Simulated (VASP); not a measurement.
# CrFe5Br (P4/mmm) in VASP: single point with PBE

Aim: the single point of CrFe5Br with PBE.

Program: VASP 6.6.1. These are calculated values, not measurements. Logs are shortened: lines on timing, memory, paths and dates and some standing lists are left out, and cuts for length are marked.

### Step 1. The cell of the first run

Symmetry: P4/mmm, No. 123, tetragonal system. The conventional cell has a = 3.543 Å, b = 3.543 Å, c = 7.820 Å, α = 90.00°, β = 90.00°, γ = 90.00°. Cr (site symmetry 4/mmm) has 12 Fe at 2.47 to 2.51 Å within 3.3 Å. Within 3.3 Å of Fe (site symmetry 4/mmm) lie 8 Fe at 2.47 Å and 4 Cr at 2.51 Å. Within 3.3 Å of Fe (site symmetry 2mm) lie 2 Cr at 2.47 Å and 6 Fe at 2.47 to 2.51 Å and 2 Br at 2.82 Å. Br (site symmetry 4/mmm) has 8 Fe at 2.82 Å and 4 Br at 3.54 Å within 3.7 Å.

The cell was generated, and may not be a known phase.

### Step 2. Single point, PBE, collinear spin, ferrimagnetic start

INCAR

```
PREC = Accurate ; ENCUT = 600
EDIFF = 1E-6 ; ISMEAR = 0
SIGMA = 0.1 ; LREAL = F
LASPH = T ; NELM = 200
ALGO = Normal ; ISIF = 2
LWAVE = F ; LCHARG = F
ISPIN = 2 ; MAGMOM = -1.86 1.95 1.95 1.95 1.95 1.95 0
LORBIT = 11 ; LMAXMIX = 4
GGA = PE ; NBANDS = 42
GGA_COMPAT = F
```

KPOINTS

```
Automatic mesh
0
Gamma
  6 6 2
```

POSCAR

```
CrFe5Br
1.0
    3.5431648542      0.0000000000      0.0000000000
    0.0000000000      3.5431648542      0.0000000000
    0.0000000000      0.0000000000      7.8199989527
Cr Fe Br
1 5 1
Direct
    0.5000000000      0.5000000000      0.0000000000
    0.0000000000      0.0000000000      0.0000000000
    0.5000000000      0.0000000000      0.7800653364
    0.0000000000      0.5000000000      0.7800653364
    0.5000000000      0.0000000000      0.2199346636
    0.0000000000      0.5000000000      0.2199346636
    0.0000000000      0.0000000000      0.5000000000
```

Potentials or basis: VASP PAW PBE potentials, release 64 (Cr_pv, Fe, Br).

Command:

```
> cat potpaw_PBE.64/Cr_pv/POTCAR potpaw_PBE.64/Fe/POTCAR potpaw_PBE.64/Br/POTCAR > POTCAR
> mpirun -np 1 vasp_std > vasp.out
```

OUTCAR:

```text
PREC = Accurate
   ENCUT = 600
   EDIFF = 1E-6
   ISMEAR = 0
   LREAL = F
   LASPH = T
   NELM = 200
   ISIF = 2
   ISPIN = 2
   LORBIT = 11
   GGA = PE

 ion  position               nearest neighbor table
   1  0.500  0.500  0.000-   3 2.47   4 2.47   5 2.47   6 2.47   3 2.47   5 2.47   4 2.47   6 2.47
                             2 2.51   2 2.51   2 2.51   2 2.51
   2  0.000  0.000  0.000-   3 2.47   4 2.47   5 2.47   6 2.47   4 2.47   6 2.47   3 2.47   5 2.47
                             1 2.51   1 2.51   1 2.51   1 2.51
   3  0.500  0.000  0.780-   1 2.47   2 2.47   1 2.47   2 2.47   4 2.51   4 2.51   4 2.51   4 2.51
                             7 2.82   7 2.82
   4  0.000  0.500  0.780-   1 2.47   2 2.47   2 2.47   1 2.47   3 2.51   3 2.51   3 2.51   3 2.51
                             7 2.82   7 2.82
   5  0.500  0.000  0.220-   1 2.47   2 2.47   1 2.47   2 2.47   6 2.51   6 2.51   6 2.51   6 2.51
                             7 2.82   7 2.82
   6  0.000  0.500  0.220-   1 2.47   2 2.47   2 2.47   1 2.47   5 2.51   5 2.51   5 2.51   5 2.51
                             7 2.82   7 2.82
   7  0.000  0.000  0.500-   3 2.82   4 2.82   5 2.82   6 2.82   4 2.82   6 2.82   3 2.82   5 2.82

  LATTYP: Found a simple tetragonal cell.
 ALAT       =     3.5431648542
 C/A-ratio  =     2.2070660764

  Lattice vectors:

 A1 = (   3.5431648542,   0.0000000000,   0.0000000000)
 A2 = (   0.0000000000,   3.5431648542,   0.0000000000)
 A3 = (   0.0000000000,   0.0000000000,   7.8199989527)

Analysis of symmetry for initial positions (statically):
=====================================================================
 Subroutine PRICEL returns:
 Original cell was already a primitive cell.

 Routine SETGRP: Setting up the symmetry group for a
 simple tetragonal supercell.

 Subroutine GETGRP returns: Found 16 space group operations
 (whereof 16 operations were pure point group operations)
 out of a pool of 16 trial point group operations.

The static configuration has the point symmetry D_4h.

Analysis of symmetry for dynamics (positions and initial velocities):
=====================================================================
 Subroutine PRICEL returns:
 Original cell was already a primitive cell.

 Routine SETGRP: Setting up the symmetry group for a
 simple tetragonal supercell.

 Subroutine GETGRP returns: Found 16 space group operations
 (whereof 16 operations were pure point group operations)
 out of a pool of 16 trial point group operations.

The dynamic configuration has the point symmetry D_4h.

Analysis of structural, dynamic, and magnetic symmetry:
=====================================================================
 Subroutine PRICEL returns:
 Original cell was already a primitive cell.

 Routine SETGRP: Setting up the symmetry group for a
 simple tetragonal supercell.

 Subroutine GETGRP returns: Found 16 space group operations
 (whereof 16 operations were pure point group operations)
 out of a pool of 16 trial point group operations.

The overall configuration has the point symmetry D_4h.

 Subroutine INISYM returns: Found 16 space group operations
 (whereof 16 operations are pure point group operations),
 and found     1 'primitive' translations

----------------------------------------------------------------------------------------

                                     Primitive cell

  volume of cell :      98.1724

  direct lattice vectors                    reciprocal lattice vectors
     3.543164854  0.000000000  0.000000000     0.282233551  0.000000000  0.000000000
     0.000000000  3.543164854  0.000000000     0.000000000  0.282233551  0.000000000
     0.000000000  0.000000000  7.819998953     0.000000000  0.000000000  0.127877255

  length of vectors
     3.543164854  3.543164854  7.819998953     0.282233551  0.282233551  0.127877255

  position of ions in fractional coordinates (direct lattice)
     0.500000000  0.500000000  0.000000000
     0.000000000  0.000000000  0.000000000
     0.500000000  0.000000000  0.780065336
     0.000000000  0.500000000  0.780065336
     0.500000000  0.000000000  0.219934664
     0.000000000  0.500000000  0.219934664
     0.000000000  0.000000000  0.500000000

  ion indices of the primitive-cell ions
[... 58 lines left out ...]
   number of dos      NEDOS =    301   number of ions     NIONS =      7
   total plane-waves  NPLWV =  50176
   dimension x,y,z NGX =    28 NGY =   28 NGZ =   64
   dimension x,y,z NGXF=    56 NGYF=   56 NGZF=  128
   ions per type =               1   5   1
   NGX,Y,Z   is equivalent  to a cutoff of  13.14, 13.14, 13.61 a.u.
   NGXF,Y,Z  is equivalent  to a cutoff of  26.28, 26.28, 27.21 a.u.
 SYSTEM =  unknown system
   PREC   = accura    normal or accurate (medium, high low for compatibility)
   ISTART =      0    job   : 0-new  1-cont  2-samecut
   ICHARG =      2    charge: 1-file 2-atom 10-const
   ISPIN  =      2    spin polarized calculation?
   LNONCOLLINEAR =      F non collinear calculations
   LSORBIT =      F    spin-orbit coupling
   LASPH  =      T    aspherical Exc in radial PAW
   ENCUT  =  600.0 eV  44.10 Ry    6.64 a.u.   7.08  7.08 15.62*2*pi/ulx,y,z
   NELM   =    200;   NELMIN=  2; NELMDL= -5     # of ELM steps
   EDIFF  = 0.1E-05   stopping-criterion for ELM
   LREAL  =      F    real-space projection
   EDIFFG = 0.1E-04   stopping-criterion for IOM
   NSW    =      0    number of steps for IOM
   IBRION =     -1    ionic relax: 0-MD 1-quasi-New 2-CG
   NFREE  =      0    steps in history (QN), initial steepest desc. (CG)
   ISIF   =      2    stress and relaxation
   ISYM   =      2    0-nonsym 1-usesym 2-fastsym
   POTIM  = 0.5000    time-step for ionic-motion
   TEBEG  =    0.0;   TEEND  =   0.0 temperature during run
   PSTRESS=    0.0 pullay stress
   NELECT =      59.0000    total number of electrons
   NUPDOWN=      -1.0000    fix difference up-down
   EMIN   =  10.00;   EMAX   =-10.00  energy-range for DOS
   EFERMI =   0.00;   METHOD = LEGACY
   ISMEAR =     0;   SIGMA  =   0.10  broadening in eV -4-tet -1-fermi 0-gaus
   EFERMI_NEDOS =   21; number of points for ismear=-14 and -15
   IALGO  =     38    algorithm
   IMIX   =      4    mixing-type and parameters
     AMIX     =   0.40;   BMIX     =  1.00
     AMIX_MAG =   1.60;   BMIX_MAG =  1.00
  volume/ion in A,a.u.               =      14.02        94.64
  Fermi-wavevector in a.u.,A,eV,Ry     =   1.381537  2.610725 25.968666  1.908643
  Thomas-Fermi vector in A             =   2.506312
   LORBIT       =     11    0 simple, 1 ext, 2 COOP (PROOUT), +10 PAW based schemes
   GGA     = PE    functional components
   LHFCALC =     F    Hartree Fock is set to
   AEXX    =    0.0000 exact exchange contribution
   IVDW    =     0    specifies the selected vdW correction
   LEPSILON=     F    determine dielectric tensor
   LRPA    =     F    only Hartree local field effects (RPA)
 spin polarized calculation
 Gauss-broadening in eV      SIGMA  =   0.10
  energy-cutoff  :      600.00
  volume of cell :       98.17
 maximum number of plane-waves:      3316
   NGX = 15   NGY = 15   NGZ = 31

 number of electron      58.9999978 magnetization       7.3720078

 Free energy of the ion-electron system (eV)
  ---------------------------------------------------
  ext. energy  EPLUGINS =         0.00000000
  ---------------------------------------------------
  free energy    TOTEN  =       -50.25449576 eV

  energy without entropy =      -50.21738371  energy(sigma->0) =      -50.23593973

 E-fermi :   5.9585     XC(G=0): -11.8684

 val. band max:        5.9536174636   @ k =   0.5000   0.5000   0.5000
 cond. band min:       5.9663166348   @ k =   0.5000   0.0000   0.0000
 fundamental gap:      0.0126991712
 Fermi energy:         5.9585015082

 spin component 1

 k-point     1 :       0.0000    0.0000    0.0000
  band No.  band energies     occupation
      1     -36.2759      1.00000
      2     -36.1952      1.00000
      3     -36.1952      1.00000
      4     -11.1452      1.00000
      5      -1.6823      1.00000
      6      -1.5181      1.00000
[... 869 lines left out ...]
     40       7.3276      0.00000
     41       7.6063      0.00000
 Fermi energy:         5.9585015082

 spin component 2

 k-point     1 :       0.0000    0.0000    0.0000
  band No.  band energies     occupation
      1     -38.0266      1.00000
      2     -38.0266      1.00000
      3     -38.0099      1.00000
      4     -11.0601      1.00000
      5      -1.5759      1.00000
      6      -1.4428      1.00000
[... 869 lines left out ...]
     40       8.4255      0.00000
     41       8.4255      0.00000
 [bands above 41 left out]

------------------------ aborting loop because EDIFF is reached ----------------------------------------

  FORCE on cell =-STRESS in cart. coord.  units (eV):
  Direction    XX          YY          ZZ          XY          YZ          ZX
  --------------------------------------------------------------------------------------
  -------------------------------------------------------------------------------------
  Total        0.1831852      0.1831852     -0.1570238      0.0000000      0.0000000      0.0000000
  in kB        2.9895895      2.9895895     -2.5626351      0.0000000      0.0000000      0.0000000
  external PRESSURE =       1.1388480 kB  Pullay stress =       0.0000000 kB

 VOLUME and BASIS-vectors are now :
 -----------------------------------------------------------------------------
  energy-cutoff  :      600.00
  volume of cell :       98.17
      direct lattice vectors                 reciprocal lattice vectors
     3.543164854  0.000000000  0.000000000     0.282233551  0.000000000  0.000000000
     0.000000000  3.543164854  0.000000000     0.000000000  0.282233551  0.000000000
     0.000000000  0.000000000  7.819998953     0.000000000  0.000000000  0.127877255

 POSITION                                       TOTAL-FORCE (eV/Angst)
 -----------------------------------------------------------------------------------
      1.77158      1.77158      0.00000         0.000000      0.000000      0.000000
      0.00000      0.00000      0.00000         0.000000      0.000000      0.000000
      1.77158      0.00000      6.10011         0.000000     -0.000000     -0.035301
      0.00000      1.77158      6.10011        -0.000000      0.000000     -0.035301
      1.77158      0.00000      1.71989         0.000000     -0.000000      0.035301
      0.00000      1.77158      1.71989         0.000000      0.000000      0.035301
      0.00000      0.00000      3.91000         0.000000      0.000000      0.000000
 -----------------------------------------------------------------------------------
    total drift:                                0.000000      0.000000      0.000000

  FREE ENERGIE OF THE ION-ELECTRON SYSTEM (eV)
  ---------------------------------------------------
  free  energy   TOTEN  =       -50.2544957561 eV

  energy  without entropy=      -50.2173837131  energy(sigma->0) =      -50.23593973

 total charge

# of ion       s       p       d       tot
------------------------------------------
    1        0.428   6.397   4.170  10.995
    2        0.520   0.598   6.365   7.483
    3        0.474   0.430   6.281   7.185
    4        0.474   0.430   6.281   7.185
    5        0.474   0.430   6.281   7.185
    6        0.474   0.430   6.281   7.185
    7        1.631   3.131   0.057   4.819
--------------------------------------------------
tot          4.475  11.844  35.715  52.035

 magnetization (x)

# of ion       s       p       d       tot
------------------------------------------
    1       -0.040  -0.072  -1.749  -1.861
    2       -0.017  -0.054   0.425   0.354
    3        0.017  -0.005   2.180   2.191
    4        0.017  -0.005   2.180   2.191
    5        0.017  -0.005   2.180   2.191
    6        0.017  -0.005   2.180   2.191
    7        0.012   0.057   0.002   0.071
--------------------------------------------------
tot          0.022  -0.090   7.397   7.330
```

It took 4.9 min on 1 thread of Intel Xeon Platinum 8375C at 2.90GHz (Ice Lake), shared host; peak memory 0.35 GiB.

What came out:

- Free energy: -50.2545 eV
- Pressure: 0.1 GPa
- Largest force: 0.035 eV/Å
- Net moment: 7.37 μB per cell
- Site moments: Cr -1.86; Fe +0.35, +2.19 (each value once); Br +0.07 μB
- Valence electrons inside the program's atomic spheres: Cr 10.99; Fe 7.48, 7.18 (each value once); Br 4.82

Forces in eV/Å, atoms in the order of the input:
```
Cr   0.000  0.000  0.000
Fe   0.000  0.000  0.000
Fe   0.000  0.000 -0.035
Fe   0.000  0.000 -0.035
Fe   0.000  0.000  0.035
Fe   0.000  0.000  0.035
Br   0.000  0.000  0.000
```

Stress tensor (GPa, compression positive):
```
 0.30  0.00  0.00
 0.00  0.30  0.00
 0.00  0.00 -0.26
```

Caveat: the k points lie up to 0.40 Å⁻¹ apart.
